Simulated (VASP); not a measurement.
# Si16Ge (a cell with a defect) in VASP: a series of runs, part 2 of 2

VASP 6.6.1. The steps go on from the part before.

## (3) Relaxation of the atoms, PBE

INCAR

```
SYSTEM = Si16Ge
ALGO = Normal
EDIFF = 1E-6
EDIFFG = -0.03
ENCUT = 520
GGA = PE
IBRION = 2
ISIF = 2
ISMEAR = 0
LASPH = .TRUE.
LCHARG = .FALSE.
LREAL = Auto
LWAVE = .FALSE.
NELM = 80
NSW = 80
PREC = Accurate
SIGMA = 0.05
```

KPOINTS

```
k-points
0
G
  2 2 2
  0 0 0
```

POSCAR

```
Si16Ge
1.0
    0.0000000000      5.4300000000      5.4300000000
    5.4300000000      0.0000000000      5.4300000000
    5.4300000000      5.4300000000      0.0000000000
Si Ge
16 1
Direct
    0.0000000000      0.0000000000      0.0000000000
    0.1250000000      0.1250000000      0.1250000000
    0.0000000000      0.0000000000      0.5000000000
    0.1250000000      0.1250000000      0.6250000000
    0.0000000000      0.5000000000      0.0000000000
    0.1250000000      0.6250000000      0.1250000000
    0.0000000000      0.5000000000      0.5000000000
    0.1250000000      0.6250000000      0.6250000000
    0.5000000000      0.0000000000      0.0000000000
    0.6250000000      0.1250000000      0.1250000000
    0.5000000000      0.0000000000      0.5000000000
    0.6250000000      0.1250000000      0.6250000000
    0.5000000000      0.5000000000      0.0000000000
    0.6250000000      0.6250000000      0.1250000000
    0.5000000000      0.5000000000      0.5000000000
    0.6250000000      0.6250000000      0.6250000000
    0.3730301000      0.8746054000      0.3716347000
```

Potentials or basis: VASP PAW PBE potentials, release 64 (Si, Ge_d).

On the command line:

```bash
cat potpaw_PBE.64/Si/POTCAR potpaw_PBE.64/Ge_d/POTCAR > POTCAR
mpirun -np 1 vasp_std > vasp.out
```

OUTCAR:

```text
SYSTEM = Si16Ge
   EDIFF = 1E-6
   EDIFFG = -0.03
   ENCUT = 520
   GGA = PE
   IBRION = 2
   ISIF = 2
   ISMEAR = 0
   LASPH = .TRUE.
   LREAL = Auto
   NELM = 80
   NSW = 80
   PREC = Accurate

 ion  position               nearest neighbor table
   1  0.000  0.000  0.000-   2 2.35   4 2.35   6 2.35  10 2.35
   2  0.125  0.125  0.125-   1 2.35   3 2.35   5 2.35   9 2.35  17 2.69
   3  0.000  0.000  0.500-  17 2.34   4 2.35   8 2.35  12 2.35   2 2.35
   4  0.125  0.125  0.625-   1 2.35   3 2.35   7 2.35  11 2.35  17 2.74
   5  0.000  0.500  0.000-   2 2.35   6 2.35   8 2.35  14 2.35
   6  0.125  0.625  0.125-   1 2.35   5 2.35   7 2.35  13 2.35
   7  0.000  0.500  0.500-   4 2.35   6 2.35   8 2.35  16 2.35
   8  0.125  0.625  0.625-   3 2.35   5 2.35   7 2.35  15 2.35  17 2.70
   9  0.500  0.000  0.000-  17 2.33  10 2.35  12 2.35  14 2.35   2 2.35
  10  0.625  0.125  0.125-   1 2.35   9 2.35  11 2.35  13 2.35  17 2.73
  11  0.500  0.000  0.500-   4 2.35  10 2.35  12 2.35  16 2.35  17 2.39
  12  0.625  0.125  0.625-   3 2.35   9 2.35  11 2.35  15 2.35
  13  0.500  0.500  0.000-   6 2.35  10 2.35  14 2.35  16 2.35
  14  0.625  0.625  0.125-   5 2.35   9 2.35  13 2.35  15 2.35  17 2.69
  15  0.500  0.500  0.500-  17 2.35  12 2.35  14 2.35  16 2.35   8 2.35
  16  0.625  0.625  0.625-   7 2.35  11 2.35  13 2.35  15 2.35  17 2.74
  17  0.373  0.875  0.372-   9 2.33   3 2.34  15 2.35  11 2.39   2 2.69  14 2.69   8 2.70  10 2.73
                             4 2.74  16 2.74

  LATTYP: Found a face centered cubic cell.
 ALAT       =    10.8600000000

  Lattice vectors:

 A1 = (   0.0000000000,   5.4300000000,   5.4300000000)
 A2 = (   5.4300000000,   0.0000000000,   5.4300000000)
 A3 = (   5.4300000000,   5.4300000000,   0.0000000000)

Analysis of symmetry for initial positions (statically):
=====================================================================
 Subroutine PRICEL returns:
 Original cell was already a primitive cell.

 Routine SETGRP: Setting up the symmetry group for a
 face centered cubic supercell.

 Subroutine GETGRP returns: Found  1 space group operations
 (whereof  1 operations were pure point group operations)
 out of a pool of 48 trial point group operations.

The static configuration has the point symmetry C_1 .

Analysis of symmetry for dynamics (positions and initial velocities):
=====================================================================
 Subroutine PRICEL returns:
 Original cell was already a primitive cell.

 Routine SETGRP: Setting up the symmetry group for a
 face centered cubic supercell.

 Subroutine GETGRP returns: Found  1 space group operations
 (whereof  1 operations were pure point group operations)
 out of a pool of 48 trial point group operations.

The dynamic configuration has the point symmetry C_1 .

 Subroutine INISYM returns: Found  1 space group operations
 (whereof  1 operations are pure point group operations),
 and found     1 'primitive' translations

----------------------------------------------------------------------------------------

                                     Primitive cell

  volume of cell :     320.2060

  direct lattice vectors                    reciprocal lattice vectors
     0.000000000  5.430000000  5.430000000    -0.092081031  0.092081031  0.092081031
     5.430000000  0.000000000  5.430000000     0.092081031 -0.092081031  0.092081031
     5.430000000  5.430000000  0.000000000     0.092081031  0.092081031 -0.092081031

  length of vectors
     7.679179644  7.679179644  7.679179644     0.159489025  0.159489025  0.159489025

  position of ions in fractional coordinates (direct lattice)
[... 57 lines left out ...]
     0.000000000  0.000000000  0.000000000

 Subroutine IBZKPT returns following result:
 ===========================================

 Found      8 irreducible k-points:

 Following reciprocal coordinates:
            Coordinates               Weight
  0.000000  0.000000  0.000000      1.000000
  0.500000  0.000000  0.000000      1.000000
  0.000000  0.500000  0.000000      1.000000
  0.000000  0.000000  0.500000      1.000000
  0.500000  0.500000  0.500000      1.000000
  0.500000  0.500000  0.000000      1.000000
  0.000000  0.500000  0.500000      1.000000
  0.500000  0.000000  0.500000      1.000000
   k-points           NKPTS =      8   k-points in BZ     NKDIM =      8   number of bands    NBANDS=     48
   number of dos      NEDOS =    301   number of ions     NIONS =     17
   total plane-waves  NPLWV = 216000
   dimension x,y,z NGX =    60 NGY =   60 NGZ =   60
   dimension x,y,z NGXF=   120 NGYF=  120 NGZF=  120
   ions per type =              16   1
   NGX,Y,Z   is equivalent  to a cutoff of  12.99, 12.99, 12.99 a.u.
   NGXF,Y,Z  is equivalent  to a cutoff of  25.98, 25.98, 25.98 a.u.
 SYSTEM =  Si16Ge
   PREC   = accura    normal or accurate (medium, high low for compatibility)
   ISTART =      0    job   : 0-new  1-cont  2-samecut
   ICHARG =      2    charge: 1-file 2-atom 10-const
   ISPIN  =      1    spin polarized calculation?
   LNONCOLLINEAR =      F non collinear calculations
   LSORBIT =      F    spin-orbit coupling
   LASPH  =      T    aspherical Exc in radial PAW
   ENCUT  =  520.0 eV  38.22 Ry    6.18 a.u.  14.28 14.28 14.28*2*pi/ulx,y,z
   NELM   =     80;   NELMIN=  2; NELMDL= -5     # of ELM steps
   EDIFF  = 0.1E-05   stopping-criterion for ELM
   LREAL  =      T    real-space projection
   EDIFFG = -.3E-01   stopping-criterion for IOM
   NSW    =     80    number of steps for IOM
   IBRION =      2    ionic relax: 0-MD 1-quasi-New 2-CG
   NFREE  =      1    steps in history (QN), initial steepest desc. (CG)
   ISIF   =      2    stress and relaxation
   ISYM   =      2    0-nonsym 1-usesym 2-fastsym
   POTIM  = 0.5000    time-step for ionic-motion
   TEBEG  =    0.0;   TEEND  =   0.0 temperature during run
   PSTRESS=    0.0 pullay stress
   NELECT =      78.0000    total number of electrons
   NUPDOWN=      -1.0000    fix difference up-down
   EMIN   =  10.00;   EMAX   =-10.00  energy-range for DOS
   EFERMI =   0.00;   METHOD = LEGACY
   ISMEAR =     0;   SIGMA  =   0.05  broadening in eV -4-tet -1-fermi 0-gaus
   EFERMI_NEDOS =   21; number of points for ismear=-14 and -15
   IALGO  =     38    algorithm
   IMIX   =      4    mixing-type and parameters
     AMIX     =   0.40;   BMIX     =  1.00
     AMIX_MAG =   1.60;   BMIX_MAG =  1.00
  volume/ion in A,a.u.               =      18.84       127.11
  Fermi-wavevector in a.u.,A,eV,Ry     =   1.022421  1.932096 14.222785  1.045345
  Thomas-Fermi vector in A             =   2.156100
   LORBIT       =      0    0 simple, 1 ext, 2 COOP (PROOUT), +10 PAW based schemes
   GGA     = PE    functional components
   LHFCALC =     F    Hartree Fock is set to
   AEXX    =    0.0000 exact exchange contribution
   IVDW    =     0    specifies the selected vdW correction
   LEPSILON=     F    determine dielectric tensor
   LRPA    =     F    only Hartree local field effects (RPA)
 conjugate gradient relaxation of ions
 non-spin polarized calculation
 Gauss-broadening in eV      SIGMA  =   0.05
  energy-cutoff  :      520.00
  volume of cell :      320.21
 maximum number of plane-waves:      8646
 NGX is ok and might be reduce to    60
   NGX = 29   NGY = 29   NGZ = 29

--------------------------------------- Ionic step        1  -------------------------------------------

 number of electron      78.0000005 magnetization

 Free energy of the ion-electron system (eV)
  ---------------------------------------------------
  ext. energy  EPLUGINS =         0.00000000
  ---------------------------------------------------
  free energy    TOTEN  =       -86.36169090 eV

  energy without entropy =      -86.35204940  energy(sigma->0) =      -86.35687015

------------------------ aborting loop because EDIFF is reached ----------------------------------------

  FORCE on cell =-STRESS in cart. coord.  units (eV):
  Direction    XX          YY          ZZ          XY          YZ          ZX
  --------------------------------------------------------------------------------------
  -------------------------------------------------------------------------------------
  Total       15.4251832     15.4275688     15.4234488     -0.2023566     -0.3303163     -0.4726839
  in kB       77.1811825     77.1931193     77.1725042     -1.0125079     -1.6527650     -2.3651131
  external PRESSURE =      77.1822687 kB  Pullay stress =       0.0000000 kB
[... 242 lines left out ...]
--------------------------------------- Ionic step        6  -------------------------------------------

 number of electron      77.9999999 magnetization

 Free energy of the ion-electron system (eV)
  ---------------------------------------------------
  ext. energy  EPLUGINS =         0.00000000
  ---------------------------------------------------
  free energy    TOTEN  =       -86.69672408 eV

  energy without entropy =      -86.68627093  energy(sigma->0) =      -86.69149751

 E-fermi :   6.9404     XC(G=0):  -9.7494

 val. band max:        6.6825924791   @ k =   0.0000   0.0000   0.0000
 cond. band min:       6.9499883517   @ k =   0.0000   0.0000   0.0000
 fundamental gap:      0.2673958726
 Fermi energy:         6.9404163406

 k-point     1 :       0.0000    0.0000    0.0000
  band No.  band energies     occupation
      1     -18.2529      2.00000
      2     -18.2528      2.00000
      3     -18.2527      2.00000
      4     -18.2390      2.00000
      5     -18.2390      2.00000
      6      -6.5239      2.00000
[... 441 lines left out ...]
  FREE ENERGIE OF THE ION-ELECTRON SYSTEM (eV)
  ---------------------------------------------------
  free  energy   TOTEN  =       -86.6967240767 eV

  energy  without entropy=      -86.6862709345  energy(sigma->0) =      -86.69149751

 reached required accuracy - stopping structural energy minimisation
```

Run time: 21 min. Hardware: 1 thread of Oxide Virtual Turin-like, shared host; peak memory 0.53 GiB.

Results:

* Free energy: -86.6967 eV
* Energy gained by relaxing: 19.7 meV/atom
* Ionic steps: 6
* Pressure after relaxing: 6.7 GPa
* Largest force after relaxing: 0.020 eV/Å
* Band gap on the k mesh: zero (bands 39 and 40 overlap by 0.31 eV)

Forces on the atoms (eV/Å):
```
Si   0.006  0.001  0.005
Si  -0.001 -0.002  0.002
Si  -0.007 -0.004 -0.001
Si   0.001 -0.006 -0.007
Si  -0.006 -0.004 -0.007
Si   0.001  0.001  0.000
Si   0.003  0.004  0.001
Si   0.003 -0.001 -0.001
Si  -0.002 -0.003 -0.007
Si  -0.008 -0.007  0.001
Si   0.007  0.005  0.008
Si   0.003  0.003  0.002
Si   0.001  0.005  0.003
Si  -0.002 -0.002  0.004
Si  -0.006 -0.004 -0.005
Si  -0.005  0.002 -0.006
Ge   0.012  0.015  0.008
```

Step by step:
| step | energy change (eV) | largest force (eV/Å) | pressure (GPa) |
| --- | --- | --- | --- |
| 1 | 0.0000 | 1.6925 | 7.72 |
| 2 | -0.3282 | 0.1610 | 6.74 |
| 3 | -0.3289 | 0.1730 | 6.70 |
| 4 | -0.3339 | 0.0912 | 6.69 |
| 5 | -0.3341 | 0.1221 | 6.69 |
| 6 | -0.3350 | 0.0203 | 6.69 |

Final structure:
```yaml
crystal:
  lattice:
    - [0.00000, 5.43000, 5.43000]
    - [5.43000, 0.00000, 5.43000]
    - [5.43000, 5.43000, 0.00000]
  atoms:
    - { symbol: Si, position: [0.00065, 0.99785, 0.00061] }
    - { symbol: Si, position: [0.12045, 0.12955, 0.12041] }
    - { symbol: Si, position: [0.98798, 0.00402, 0.50408] }
    - { symbol: Si, position: [0.12053, 0.12938, 0.62936] }
    - { symbol: Si, position: [0.00077, 0.50082, 0.00073] }
    - { symbol: Si, position: [0.12503, 0.62501, 0.12505] }
    - { symbol: Si, position: [0.00060, 0.50064, 0.49793] }
    - { symbol: Si, position: [0.12046, 0.62051, 0.62949] }
    - { symbol: Si, position: [0.50417, 0.00414, 0.98765] }
    - { symbol: Si, position: [0.62940, 0.12940, 0.12048] }
    - { symbol: Si, position: [0.50341, 0.00340, 0.50342] }
    - { symbol: Si, position: [0.62456, 0.12491, 0.62423] }
    - { symbol: Si, position: [0.49789, 0.50066, 0.00059] }
    - { symbol: Si, position: [0.62952, 0.62051, 0.12041] }
    - { symbol: Si, position: [0.50390, 0.48836, 0.50392] }
    - { symbol: Si, position: [0.62934, 0.62058, 0.62933] }
    - { symbol: Ge, position: [0.37436, 0.87485, 0.37393] }
```

Caveat: the k points lie up to 0.50 Å⁻¹ apart.
